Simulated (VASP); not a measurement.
# SnO (Fm-3m) in VASP: notebook, part 2 of 2

VASP 6.6.1.

**4. Single point, PBE-based global hybrid with 20 % exact exchange**

Contents of POSCAR:

```
SnO
1.0
    0.0000000000      2.5369732561      2.5369732561
    2.5369732561      0.0000000000      2.5369732561
    2.5369732561      2.5369732561      0.0000000000
Sn O
1 1
Direct
    0.0000000000      0.0000000000      0.0000000000
    0.5000000000      0.5000000000      0.5000000000
```

Contents of INCAR.step1:

```
SYSTEM = SnO
PREC = Accurate ; ENCUT = 520
EDIFF = 1E-5 ; ISMEAR = 0
SIGMA = 0.01 ; LREAL = .False.
LASPH = .True. ; NELM = 100
ALGO = Normal ; ISIF = 2
LWAVE = .True. ; LCHARG = .False.
NBANDS = 17 ; GGA = PE
```

Contents of INCAR.step2:

```
SYSTEM = SnO
PREC = Accurate ; ENCUT = 520
EDIFF = 1E-6 ; ISMEAR = 0
SIGMA = 0.01 ; LREAL = .False.
LASPH = .True. ; NELM = 100
ALGO = Normal ; ISIF = 2
LWAVE = .False. ; LCHARG = .False.
GGA = PE ; LHFCALC = .True.
AEXX = 0.2 ; PRECFOCK = Normal
NBANDS = 17 ; ISTART = 1
```

Contents of KPOINTS:

```
Automatic mesh
0
Gamma
  4 4 4
  0 0 0
```

Potentials or basis: VASP PAW PBE potentials, release 64 (Sn_d, O).

Started as:

```bash
> cat potpaw_PBE.64/Sn_d/POTCAR potpaw_PBE.64/O/POTCAR > POTCAR
> cp INCAR.step1 INCAR
> mpirun -np 1 vasp_std > vasp.out
> cp INCAR.step2 INCAR
> mpirun -np 1 vasp_std > vasp.out
```

OUTCAR:

```text
SYSTEM = SnO
   PREC = Accurate
   ENCUT = 520
   EDIFF = 1E-6
   ISMEAR = 0
   LREAL = .False.
   LASPH = .True.
   NELM = 100
   ISIF = 2
   GGA = PE
   LHFCALC = .True.
   AEXX = 0.2
   PRECFOCK = Normal
   ISTART = 1

 ion  position               nearest neighbor table
   1  0.000  0.000  0.000-   2 2.54   2 2.54   2 2.54   2 2.54   2 2.54   2 2.54
   2  0.500  0.500  0.500-   1 2.54   1 2.54   1 2.54   1 2.54   1 2.54   1 2.54

  LATTYP: Found a face centered cubic cell.
 ALAT       =     5.0739465122

  Lattice vectors:

 A1 = (   0.0000000000,   2.5369732561,   2.5369732561)
 A2 = (   2.5369732561,   0.0000000000,   2.5369732561)
 A3 = (   2.5369732561,   2.5369732561,   0.0000000000)

Analysis of symmetry for initial positions (statically):
=====================================================================
 Subroutine PRICEL returns:
 Original cell was already a primitive cell.

 Routine SETGRP: Setting up the symmetry group for a
 face centered cubic supercell.

 Subroutine GETGRP returns: Found 48 space group operations
 (whereof 48 operations were pure point group operations)
 out of a pool of 48 trial point group operations.

The static configuration has the point symmetry O_h .

Analysis of symmetry for dynamics (positions and initial velocities):
=====================================================================
 Subroutine PRICEL returns:
 Original cell was already a primitive cell.

 Routine SETGRP: Setting up the symmetry group for a
 face centered cubic supercell.

 Subroutine GETGRP returns: Found 48 space group operations
 (whereof 48 operations were pure point group operations)
 out of a pool of 48 trial point group operations.

The dynamic configuration has the point symmetry O_h .

 Subroutine INISYM returns: Found 48 space group operations
 (whereof 48 operations are pure point group operations),
 and found     1 'primitive' translations
[... 102 lines left out ...]
   LORBIT       =      0    0 simple, 1 ext, 2 COOP (PROOUT), +10 PAW based schemes
   GGA     = PE    functional components
   LHFCALC =     T    Hartree Fock is set to
   PRECFOCK=normal    Normal, Fast or Accurate (Low or Medium for compatibility)
   ENCUT4O =  -1.0   cutoff for four orbital integrals eV
   NKREDX  =     1    reduce k-point grid by
   NKREDY  =     1    reduce k-point grid by
   NKREDZ  =     1    reduce k-point grid by
   AEXX    =    0.2000 exact exchange contribution
   HFSCREEN=    0.0000 screening length (either q_TF or 0.3 A-1)
   HFSCREENC=   0.0000 screening length for correlation (either q_TF or 0.3 A-1)
   ENCUTFOCK=  -1.0 apply spherical cutoff to Coloumb kernel
   IVDW    =     0    specifies the selected vdW correction
   LEPSILON=     F    determine dielectric tensor
   LRPA    =     F    only Hartree local field effects (RPA)
 non-spin polarized calculation
 Gauss-broadening in eV      SIGMA  =   0.01
  energy-cutoff  :      520.00
  volume of cell :       32.66
 maximum number of plane-waves:       894
 NGX is ok and might be reduce to    28
  NGX = 24; NGY = 24; NGZ = 24

 number of electron      19.9999991 magnetization

 Free energy of the ion-electron system (eV)
  ---------------------------------------------------
  ext. energy  EPLUGINS =         0.00000000
  ---------------------------------------------------
  free energy    TOTEN  =       -13.21165598 eV

  energy without entropy =      -13.21165598  energy(sigma->0) =      -13.21165598

 E-fermi :   7.0615     XC(G=0):  -9.0028

 val. band max:        6.9708790938   @ k =  -0.2500   0.2500   0.0000
 cond. band min:       8.7654887147   @ k =   0.5000   0.0000   0.0000
 fundamental gap:      1.7946096208
 Fermi energy:         7.0615275715

 k-point     1 :       0.0000    0.0000    0.0000
  band No.  band energies     occupation
      1     -15.9971      2.00000
      2     -15.9971      2.00000
      3     -15.9971      2.00000
      4     -15.9402      2.00000
      5     -15.9402      2.00000
      6     -13.2566      2.00000
[... 137 lines left out ...]
      4     -15.9358      2.00000
      5     -15.8987      2.00000
      6     -12.1572      2.00000
[... 9 lines left out ...]
     16      24.8966      0.00000
     17      26.1865      0.00000

------------------------ aborting loop because EDIFF is reached ----------------------------------------

  FORCE on cell =-STRESS in cart. coord.  units (eV):
  Direction    XX          YY          ZZ          XY          YZ          ZX
  --------------------------------------------------------------------------------------
  -------------------------------------------------------------------------------------
  Total       -0.1443554     -0.1443554     -0.1443554     -0.0000000      0.0000000      0.0000000
  in kB       -7.0821658     -7.0821658     -7.0821658     -0.0000000      0.0000000      0.0000000
  external PRESSURE =      -7.0821658 kB  Pullay stress =       0.0000000 kB

 VOLUME and BASIS-vectors are now :
 -----------------------------------------------------------------------------
  energy-cutoff  :      520.00
  volume of cell :       32.66
      direct lattice vectors                 reciprocal lattice vectors
     0.000000000  2.536973256  2.536973256    -0.197085247  0.197085247  0.197085247
     2.536973256  0.000000000  2.536973256     0.197085247 -0.197085247  0.197085247
     2.536973256  2.536973256  0.000000000     0.197085247  0.197085247 -0.197085247

 POSITION                                       TOTAL-FORCE (eV/Angst)
 -----------------------------------------------------------------------------------
      0.00000      0.00000      0.00000         0.000000     -0.000000     -0.000000
      2.53697      2.53697      2.53697         0.000000      0.000000      0.000000
 -----------------------------------------------------------------------------------
    total drift:                                0.000000     -0.000000     -0.000001

  FREE ENERGIE OF THE ION-ELECTRON SYSTEM (eV)
  ---------------------------------------------------
  free  energy   TOTEN  =       -13.2116559801 eV

  energy  without entropy=      -13.2116559801  energy(sigma->0) =      -13.21165598
```

OSZICAR.step1:

```text
N       E                     dE             d eps       ncg     rms          rms(c)
DAV:   1     0.152151794237E+03    0.15215E+03   -0.10203E+04   282   0.173E+03
DAV:   2     0.178000632429E+01   -0.15037E+03   -0.14266E+03   296   0.397E+02
DAV:   3    -0.119900731679E+02   -0.13770E+02   -0.13700E+02   319   0.106E+02
DAV:   4    -0.122722482565E+02   -0.28218E+00   -0.28204E+00   342   0.160E+01
DAV:   5    -0.122791197118E+02   -0.68715E-02   -0.68712E-02   388   0.243E+00    0.827E+00
DAV:   6    -0.107944083570E+02    0.14847E+01   -0.14150E+01   332   0.383E+01    0.493E+00
DAV:   7    -0.105255986679E+02    0.26881E+00   -0.16776E+00   337   0.768E+00    0.145E+00
DAV:   8    -0.105119485023E+02    0.13650E-01   -0.19643E-01   288   0.316E+00    0.599E-01
DAV:   9    -0.105068887170E+02    0.50598E-02   -0.20617E-02   354   0.874E-01    0.121E-01
DAV:  10    -0.105071276422E+02   -0.23893E-03   -0.16139E-03   347   0.402E-01    0.363E-02
DAV:  11    -0.105071094815E+02    0.18161E-04   -0.52670E-05   345   0.106E-01    0.135E-02
DAV:  12    -0.105071101063E+02   -0.62479E-06   -0.35497E-06   158   0.174E-02
   1 F= -.10507110E+02 E0= -.10507110E+02  d E =-.151291E-15
```

Wall time 5.7 min (1 thread of Intel Xeon Platinum 8488C (Sapphire Rapids), shared host); peak memory 0.17 GiB.

What came out:

- Free energy: -13.2117 eV
- Pressure: -0.7 GPa
- Band gap on the k mesh: 1.79 eV (least direct gap 2.02 eV)

Caveat: the k points lie up to 0.54 Å⁻¹ apart; the structure was generated, so it needn't be the stable form of SnO; the PAW data sets were made with another functional, which shifts forces and pressure a little; spin-orbit coupling is left out, which moves the levels of the heavy elements.

**5. The runs side by side**

```tsv
level	k mesh	grid for exact exchange (PRECFOCK)	share of exact exchange	screening parameter	gap on the mesh (eV)	pressure (GPa)
PBE	6 × 6 × 6	-	-	-	1.05	2.5
HSE06	4 × 4 × 4	Normal	0.25	0.2079 1/Å	1.29	-1.1
PBE-based global hybrid with 20 % exact exchange	4 × 4 × 4	Normal	0.2	-	1.79	-0.7
```

Alike in all rows: task single point; potentials or basis VASP PAW PBE potentials, release 64 (Sn_d, O); no spin polarisation; cell as given; cutoff (eV) 520; smearing gaussian 0.01 eV.

Caveats: some runs use coarse meshes; the structure was generated, so it needn't be the stable form of SnO; spin-orbit coupling is left out, which moves the levels of the heavy elements; the PAW data sets were made with another functional, which shifts forces and pressure a little (at least some runs).

Total energies depend on the potentials used, so only differences within one code and one set of settings carry meaning.
